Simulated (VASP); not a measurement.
# La16HO24 (a cell with a defect) (H interstitial hop between voids) in VASP: notebook, part 2 of 2

VASP 6.6.1.

## (3) Single point, PBE

The input, INCAR:

```
  PREC = Accurate
  ENCUT = 520
  EDIFF = 1E-7
  ISMEAR = -1
  SIGMA = 0.01
  LREAL = Auto
  LASPH = T
  NELM = 100
  ALGO = Normal
  ISIF = 2
  LWAVE = F
  LCHARG = F
  GGA = PE
  NELECT = 320.0
  NBANDS = 186
```

The input, KPOINTS:

```
Automatic mesh
0
Gamma
  1 1 1
```

The input, POSCAR:

```
La16HO24
1.0
    7.8811453700     -0.0000000600      0.0000000000
   -3.9405726400      6.8252721300      0.0000000000
    0.0000000000      0.0000000000     12.3757188400
La O H
16 24 1
Direct
    0.3234469390      0.1621848914      0.3723521082
    0.1975755832      0.3427407680      0.1026417145
    0.3368698742      0.1576561344      0.8744825363
    0.1690244745      0.3284891749      0.6262974378
    0.3234396832      0.6492686204      0.3723670568
    0.1670289565      0.8274402694      0.1242466817
    0.3368426388      0.6672047551      0.8744768801
    0.1673557260      0.8276814320      0.6224647715
    0.8097714549      0.1488607383      0.4002127928
    0.6737987680      0.3317444341      0.1258627495
    0.8324434693      0.1601716428      0.8757026675
    0.6634087116      0.3278641492      0.6266323678
    0.8320990236      0.6600183794      0.3766497171
    0.6738172135      0.8301525467      0.1258787486
    0.8369883495      0.6624940316      0.8762777452
    0.6634069250      0.8235712705      0.6266187120
    0.3384082846      0.1655490065      0.1740424155
    0.1433626510      0.3155670525      0.3080613780
   -0.0021066711     -0.0108895292      0.0009465309
    0.3325874397      0.1595067565      0.6819096417
    0.1722315048      0.3301097696      0.8293608745
    0.0034016698     -0.0006278138      0.4996759445
    0.3384841673      0.6607572467      0.1741090783
    0.1672379596      0.8275826813      0.3189115760
   -0.0018464360      0.4969772538      0.0010097999
    0.3325728604      0.6610397262      0.6818720681
    0.1689231515      0.8284440389      0.8213263513
    0.0033093361      0.4919925442      0.4996041911
    0.8534445051      0.1709044019      0.1864933286
    0.6633978819      0.3230873433      0.3243350186
    0.5205553536      0.0041593992      0.0006859400
    0.8320772208      0.1600542849      0.6764184859
    0.6679326103      0.3291843896      0.8197283836
    0.4969045466     -0.0076288490      0.5020404940
    0.8337234681      0.6608962931      0.1835469947
    0.6634304184      0.8283467578      0.3243394628
    0.5141820630      0.5009684546      0.0063206833
    0.8335282877      0.6607594487      0.6761627432
    0.6678803500      0.8266781064      0.8196863658
    0.4778146902      0.4828260274      0.4977260779
   -0.0261667275      0.2311096127      0.2389869258
```

Potentials or basis: VASP PAW PBE potentials, release 64 (La, O, H).

Run with:

```
$ cat potpaw_PBE.64/La/POTCAR potpaw_PBE.64/O/POTCAR potpaw_PBE.64/H/POTCAR > POTCAR
$ mpirun -np 1 vasp_gam > vasp.out
```

OUTCAR:

```text
PREC = Accurate
   ENCUT = 520
   EDIFF = 1E-7
   ISMEAR = -1
   LREAL = Auto
   LASPH = T
   NELM = 100
   ISIF = 2
   GGA = PE
   NELECT = 320.0

 ion  position               nearest neighbor table
   1  0.323  0.162  0.372-  24 2.38  30 2.40  18 2.41  17 2.46  40 2.68  22 2.69
   2  0.198  0.343  0.103-  41 2.28  17 2.35  23 2.35  37 2.47  29 2.57  18 2.57  25 2.73  19 2.73
                             3 3.59   7 3.59
   3  0.337  0.158  0.874-  27 2.34  33 2.36  21 2.37  20 2.38  31 2.78  19 2.79   2 3.59
   4  0.169  0.328  0.626-  26 2.37  20 2.37  32 2.38  21 2.51  40 2.64  22 2.74  28 2.74
   5  0.323  0.649  0.372-  24 2.38  36 2.40  18 2.41  23 2.46  40 2.68  28 2.69
   6  0.167  0.827  0.124-  17 2.39  23 2.39  35 2.39  24 2.41  25 2.72  19 2.73
   7  0.337  0.667  0.874-  27 2.34  39 2.36  21 2.37  26 2.38  31 2.78  25 2.79   2 3.59
   8  0.167  0.828  0.622-  38 2.37  20 2.38  26 2.38  27 2.46  34 2.70  22 2.75  28 2.75
   9  0.810  0.149  0.400-  36 2.38  30 2.38  34 2.48  18 2.55  28 2.65  22 2.65  29 2.66  16 3.58
                            12 3.58
  10  0.674  0.332  0.126-  35 2.36  17 2.37  29 2.44  30 2.46  37 2.69  25 2.70  31 2.72
  11  0.832  0.160  0.876-  39 2.38  33 2.38  21 2.39  32 2.47  31 2.63  19 2.77  25 2.77
  12  0.663  0.328  0.627-  38 2.35  20 2.36  32 2.38  33 2.39  34 2.76  28 2.80  40 2.82   9 3.58
[... 283 lines left out ...]
      5     -23.8482      2.00000
      6     -23.8271      2.00000
[... 164 lines left out ...]
    171      10.4473      0.00000
    172      10.4811      0.00000
 [bands above 172 left out]

------------------------ aborting loop because EDIFF is reached ----------------------------------------

  FORCE on cell =-STRESS in cart. coord.  units (eV):
  Direction    XX          YY          ZZ          XY          YZ          ZX
  --------------------------------------------------------------------------------------
  -------------------------------------------------------------------------------------
  Total       -5.9263823     -5.2096698     -3.6188085     -0.6383059     -1.6239453     -2.8056260
  in kB      -14.2633160    -12.5383687     -8.7095646     -1.5362423     -3.9084292     -6.7524381
  external PRESSURE =     -11.8370831 kB  Pullay stress =       0.0000000 kB

 VOLUME and BASIS-vectors are now :
 -----------------------------------------------------------------------------
  energy-cutoff  :      520.00
  volume of cell :      665.70
      direct lattice vectors                 reciprocal lattice vectors
     7.881145370 -0.000000060  0.000000000     0.126885111  0.073257152  0.000000000
    -3.940572640  6.825272130  0.000000000     0.000000001  0.146514305  0.000000000
     0.000000000  0.000000000 12.375718840     0.000000000  0.000000000  0.080803387

 POSITION                                       TOTAL-FORCE (eV/Angst)
 -----------------------------------------------------------------------------------
      1.91003      1.10696      4.60813         0.000949     -0.004480     -0.011720
      0.20653      2.33930      1.27026         0.006085      0.003674      0.002126
      2.03366      1.07605     10.82235         0.000813     -0.002062     -0.016687
      0.03767      2.24203      7.75088         0.002755      0.000933      0.012226
     -0.00941      4.43144      4.60831        -0.000313     -0.001047     -0.012268
     -1.94421      5.64750      1.53764        -0.001244     -0.001221      0.016323
[... 33 lines left out ...]
      1.86312      3.29542      6.15972        -0.001193     -0.000781      0.003889
      6.76422      1.57739      2.95764         0.051431      0.026920      0.043033
 -----------------------------------------------------------------------------------
    total drift:                                0.004596      0.024058      0.011799

  FREE ENERGIE OF THE ION-ELECTRON SYSTEM (eV)
  ---------------------------------------------------
  free  energy   TOTEN  =      -343.4441258336 eV

  energy  without entropy=     -343.4441258336  energy(sigma->0) =     -343.44412583
```

OSZICAR:

```text
N       E                     dE             d eps       ncg     rms          rms(c)
DAV:   1     0.683654262542E+04    0.68365E+04   -0.11787E+05   388   0.315E+03
DAV:   2     0.315340582114E+04   -0.36831E+04   -0.34738E+04   452   0.821E+02
DAV:   3     0.110987284589E+04   -0.20435E+04   -0.19939E+04   516   0.412E+02
[... 17 lines left out ...]
DAV:  21    -0.343444124549E+03   -0.62488E-06   -0.77045E-06   624   0.106E-02    0.245E-03
DAV:  22    -0.343444125342E+03   -0.79307E-06   -0.27298E-06   488   0.658E-03    0.121E-03
DAV:  23    -0.343444125534E+03   -0.19275E-06   -0.95479E-07   328   0.421E-03    0.100E-03
DAV:  24    -0.343444125800E+03   -0.26534E-06   -0.62417E-07   392   0.345E-03    0.103E-03
DAV:  25    -0.343444125834E+03   -0.33921E-07   -0.16856E-07   296   0.274E-03
   1 F= -.34344413E+03 E0= -.34344413E+03  d E =-.774589E-14
```

Wall time 9.6 min (1 thread of AMD EPYC 7R13 (Zen 3), shared host); peak memory 0.67 GiB.

Results:

```yaml
Free_energy: -343.4441 eV
Largest_force: 0.073 eV/Å
```

Forces in eV/Å, atoms in the order of the input:
```
La   0.001 -0.004 -0.012
La   0.006  0.004  0.002
La   0.001 -0.002 -0.017
La   0.003  0.001  0.012
La   0.000 -0.001 -0.012
La  -0.001 -0.001  0.016
La  -0.001 -0.001 -0.016
La   0.000  0.000  0.015
La  -0.004 -0.002 -0.002
La   0.001 -0.006  0.006
La  -0.002 -0.001 -0.008
La  -0.001  0.001  0.016
La   0.002  0.001 -0.017
La  -0.002  0.004  0.007
La   0.001  0.001 -0.014
La   0.000 -0.004  0.017
O   -0.002  0.006 -0.001
O   -0.007  0.001  0.002
O    0.000  0.004 -0.001
O   -0.003  0.004 -0.007
O    0.001 -0.001  0.008
O    0.002  0.001 -0.005
O    0.000 -0.004 -0.006
O   -0.002  0.002  0.009
O    0.000 -0.003  0.002
O   -0.001  0.002 -0.007
O   -0.002  0.001  0.010
O   -0.003 -0.005 -0.002
O   -0.043 -0.031 -0.049
O    0.006  0.001  0.001
O    0.007  0.006  0.000
O    0.002 -0.002 -0.004
O   -0.004 -0.001  0.004
O    0.004  0.005 -0.008
O   -0.005  0.000  0.000
O   -0.001  0.001  0.008
O    0.000  0.001  0.003
O    0.000 -0.003 -0.003
O   -0.001  0.001  0.006
O   -0.001 -0.001  0.004
H    0.051  0.027  0.043
```

Caveat: the k points lie up to 0.92 Å⁻¹ apart; the cell carries a net charge on a neutralising background, which shifts energy and pressure; the cell is charged against a uniform background, so pressure and absolute levels hang on convention; spin-orbit coupling is left out, which moves the levels of the heavy elements.

## (4) Single point, PBE

The input, INCAR:

```
SYSTEM = La16HO24
  PREC = Accurate
  ENCUT = 520
  EDIFF = 1E-7
  ISMEAR = -1
  SIGMA = 0.01
  LREAL = Auto
  LASPH = .TRUE.
  NELM = 60
  ALGO = Normal
  ISIF = 2
  LWAVE = .FALSE.
  LCHARG = .TRUE.
  GGA = PE
  LELF = .TRUE.
  LVHAR = .TRUE.
  NBANDS = 186
  NELECT = 320.0
```

The input, KPOINTS:

```
regular mesh
0
G
  1 1 1
  0 0 0
```

The input, POSCAR:

```
La16HO24
1.0
    7.8811453700     -0.0000000600      0.0000000000
   -3.9405726400      6.8252721300      0.0000000000
    0.0000000000      0.0000000000     12.3757188400
La O H
16 24 1
Direct
    0.3357835826      0.1597961223      0.3757263768
    0.1752371750      0.3193748130      0.1007830750
    0.3360352757      0.1583236536      0.8718526285
    0.1676943276      0.3269178089      0.6234371595
    0.3464933994      0.6786048867      0.3843051916
    0.1704154642      0.8221840688      0.1258440839
    0.3357881453      0.6623895625      0.8736387065
    0.1628238881      0.8251629975      0.6245971729
    0.8165735407      0.1486613324      0.3845127755
    0.6728317967      0.3246226668      0.1258137018
    0.8325564530      0.1592282372      0.8736112334
    0.6698447798      0.3323004559      0.6246100206
    0.8357905041      0.6587447305      0.3757986150
    0.6665481877      0.8277322768      0.1263219551
    0.8350202466      0.6597959707      0.8785286043
    0.6702660105      0.8251764813      0.6269900844
    0.3329726001      0.1622125827      0.1799732225
    0.1614507874      0.3336132196      0.3257907724
    0.0022681022     -0.0033200141     -0.0008080339
    0.3347482530      0.1599654928      0.6776311024
    0.1684897474      0.3266447063      0.8221306682
    0.0014583120     -0.0018019794      0.4993119252
    0.3264328406      0.6465277773      0.1841099519
    0.1712067719      0.8295143259      0.3221215714
    0.0026392573      0.4938696855     -0.0014554306
    0.3352016671      0.6626516766      0.6761216951
    0.1673854602      0.8268874709      0.8201471875
   -0.0050676940      0.4978841774      0.5016015700
    0.8491216405      0.1690279932      0.1836012137
    0.6654066746      0.3235790453      0.3214888001
    0.5051722272     -0.0109847590      0.0035130889
    0.8322084841      0.1598582487      0.6768632278
    0.6680506024      0.3277825408      0.8207915945
    0.5000024788     -0.0042965276      0.4908521338
    0.8353713033      0.6595842575      0.1803444332
    0.6668644796      0.8280793692      0.3218328609
    0.4990760397      0.4947039423     -0.0006303472
    0.8339147667      0.6609088933      0.6807233672
    0.6685811014      0.8266889485      0.8199758035
    0.4973263961      0.4923415456      0.4988292058
    0.1056001253      0.3884262716      0.2757270947
```

Run with:

```
$ cat potpaw_PBE.64/La/POTCAR potpaw_PBE.64/O/POTCAR potpaw_PBE.64/H/POTCAR > POTCAR
$ mpirun -np 1 vasp_gam > vasp.out
```

Run time: 7.5 min. Hardware: 1 thread of AMD EPYC 7R13 (Zen 3), shared host; peak memory 0.7 GiB.

The run converged. Its results:

```yaml
Free_energy: -343.2187 eV
Largest_force: 0.134 eV/Å
```

Forces on the atoms (eV/Å):
```
La  -0.024  0.009 -0.018
La   0.009  0.009 -0.009
La   0.008  0.000 -0.011
La   0.002  0.000  0.026
La   0.005 -0.001  0.000
La  -0.004  0.008  0.022
La  -0.004  0.006 -0.018
La   0.003 -0.002  0.007
La   0.000 -0.006 -0.011
La  -0.009  0.000  0.014
La  -0.004  0.005 -0.008
La   0.004 -0.011  0.015
La  -0.003  0.002 -0.002
La   0.008  0.001  0.014
La   0.003  0.010 -0.028
La  -0.003  0.001  0.001
O    0.008 -0.004 -0.008
O    0.090 -0.050  0.087
O   -0.001  0.003  0.000
O    0.000 -0.001 -0.013
O   -0.004 -0.001 -0.013
O    0.000 -0.006 -0.003
O    0.001 -0.010 -0.002
O   -0.003  0.004 -0.002
O    0.003 -0.007  0.000
O   -0.007  0.000 -0.003
O    0.001 -0.003  0.019
O   -0.002  0.005 -0.003
O    0.002 -0.004  0.002
O    0.004  0.006  0.008
O   -0.001 -0.002  0.000
O   -0.002  0.005 -0.015
O   -0.003 -0.009  0.008
O    0.006 -0.005 -0.001
O   -0.006  0.006 -0.026
O    0.002  0.001  0.007
O   -0.006 -0.013  0.006
O    0.000  0.007  0.005
O   -0.002 -0.003  0.019
O    0.001  0.007  0.004
H   -0.071  0.042 -0.075
```

Levels at points of the mesh, in eV from the Fermi level:
```tsv
k point	band 156	band 157	band 158	band 159	band 160	band 161	band 162	band 163	band 164	band 165
(0.00, 0.00, 0.00)	-0.56	-0.45	-0.35	-0.32	-0.32	3.41	3.48	3.50	3.92	3.94
```

Caveat: the k points lie up to 0.92 Å⁻¹ apart; the cell carries a net charge on a neutralising background, which shifts energy and pressure; the cell is charged against a uniform background, so pressure and absolute levels hang on convention; spin-orbit coupling is left out, which moves the levels of the heavy elements.

## (5) Single point, PBE

The input, INCAR:

```
PREC = Accurate ; ENCUT = 520
EDIFF = 1E-6 ; ISMEAR = -1
SIGMA = 0.01 ; LREAL = Auto
LASPH = True ; NELM = 60
ALGO = Normal ; ISIF = 2
LWAVE = False ; LCHARG = True
GGA = PE ; LELF = True
LVHAR = True ; NELECT = 320.0
NBANDS = 186
```

The input, KPOINTS:

```
Automatic mesh
0
Gamma
  1 1 1
```

The input, POSCAR:

```
La16HO24
1.0
    7.8811453700     -0.0000000600      0.0000000000
   -3.9405726400      6.8252721300      0.0000000000
    0.0000000000      0.0000000000     12.3757188400
La O H
16 24 1
Direct
    0.3388768919      0.1682428185      0.3754748359
    0.1563150286      0.3044048603      0.1010094861
    0.3352619815      0.1578284352      0.8747041800
    0.1677133558      0.3269452071      0.6255083119
    0.3498614358      0.6917778414      0.3985616564
    0.1695074862      0.8181004221      0.1289031385
    0.3360613637      0.6634991153      0.8750203637
    0.1651958477      0.8312011451      0.6268934435
    0.8375000160      0.1679924300      0.3755127326
    0.6675268012      0.3264108738      0.1247500868
    0.8309800188      0.1579778842      0.8746726667
    0.6697691720      0.3313668667      0.6250352889
    0.8348521990      0.6613976650      0.3769360035
    0.6564263990      0.8177400011      0.1289620442
    0.8350613767      0.6618533245      0.8787869328
    0.6745551492      0.8314089068      0.6268425374
    0.3306660160      0.1580358994      0.1769152183
    0.1778426983      0.3477522896      0.3147642614
    0.0002219289     -0.0087537902     -0.0007264224
    0.3365644776      0.1622895028      0.6817492470
    0.1674638894      0.3265084480      0.8249263038
    0.0120258455      0.0156760051      0.5005471666
    0.3230122949      0.6378443140      0.1931140349
    0.1728396446      0.8329122857      0.3270792632
    0.0064068967      0.4972883038      0.0017387273
    0.3375760642      0.6666378913      0.6723810639
    0.1669777963      0.8269758191      0.8195541714
   -0.0026474268      0.4926789637      0.5003500871
    0.8357756870      0.1577181143      0.1769805882
    0.6682671239      0.3280513945      0.3178829489
    0.4906238157     -0.0274841745      0.0033644914
    0.8342295526      0.1624396843      0.6816650499
    0.6681482777      0.3279753536      0.8250322371
    0.5085334969      0.0084468472      0.4951827105
    0.8348858431      0.6615428607      0.1823557911
    0.6681610762      0.8326872441      0.3272441021
    0.4994477441      0.4978680652      0.0016281882
    0.8359418947      0.6634595609      0.6798728307
    0.6685794475      0.8271122283      0.8194775698
    0.5036142637      0.4920452938      0.5003690759
    0.2379598479      0.4679769471      0.2624325134
```

Run with:

```
$ cat potpaw_PBE.64/La/POTCAR potpaw_PBE.64/O/POTCAR potpaw_PBE.64/H/POTCAR > POTCAR
$ mpirun -np 1 vasp_gam > vasp.out
```

It took 6.4 min on 1 thread of AMD EPYC 7R13 (Zen 3), shared host; peak memory 0.69 GiB.

The run converged. Its results:

```yaml
Free_energy: -343.4437 eV
Largest_force: 0.099 eV/Å
```

Forces on the atoms (eV/Å):
```
La   0.007  0.001 -0.013
La   0.001 -0.014 -0.006
La   0.001  0.001 -0.011
La   0.001 -0.001  0.029
La   0.002  0.019  0.000
La  -0.005 -0.004  0.000
La   0.000 -0.003 -0.011
La   0.002  0.003  0.031
La  -0.004  0.001 -0.012
La   0.002  0.005  0.002
La   0.001  0.003 -0.010
La   0.003 -0.001  0.026
La   0.002 -0.006 -0.016
La   0.013  0.004  0.000
La   0.005 -0.002 -0.008
La  -0.001  0.000  0.029
O   -0.005 -0.002  0.004
O    0.010 -0.069  0.063
O   -0.002  0.004  0.010
O    0.002 -0.002 -0.018
O    0.000 -0.002  0.004
O   -0.003 -0.003 -0.009
O   -0.004 -0.009  0.011
O    0.004  0.001  0.011
O    0.003  0.006  0.001
O   -0.002  0.008 -0.021
O   -0.007 -0.002 -0.001
O    0.000  0.002 -0.007
O    0.000 -0.003  0.002
O   -0.001  0.001  0.010
O   -0.003 -0.007  0.011
O   -0.012 -0.001 -0.018
O    0.000  0.005 -0.003
O   -0.003 -0.008 -0.006
O    0.003  0.006  0.002
O   -0.005 -0.002  0.010
O   -0.001  0.001  0.009
O   -0.004  0.000 -0.019
O    0.004 -0.002 -0.002
O   -0.001  0.003 -0.006
H    0.001  0.070 -0.070
```

Levels at points of the mesh, in eV from the Fermi level:
| k point | band 157 | band 158 | band 159 | band 160 | band 161 | band 162 | band 163 | band 164 |
| --- | --- | --- | --- | --- | --- | --- | --- | --- |
| (0.00, 0.00, 0.00) | -0.47 | -0.36 | -0.34 | -0.32 | 3.42 | 3.46 | 3.52 | 3.95 |

Caveat: the k points lie up to 0.92 Å⁻¹ apart; the cell carries a net charge on a neutralising background, which shifts energy and pressure; the cell is charged against a uniform background, so pressure and absolute levels hang on convention; spin-orbit coupling is left out, which moves the levels of the heavy elements.
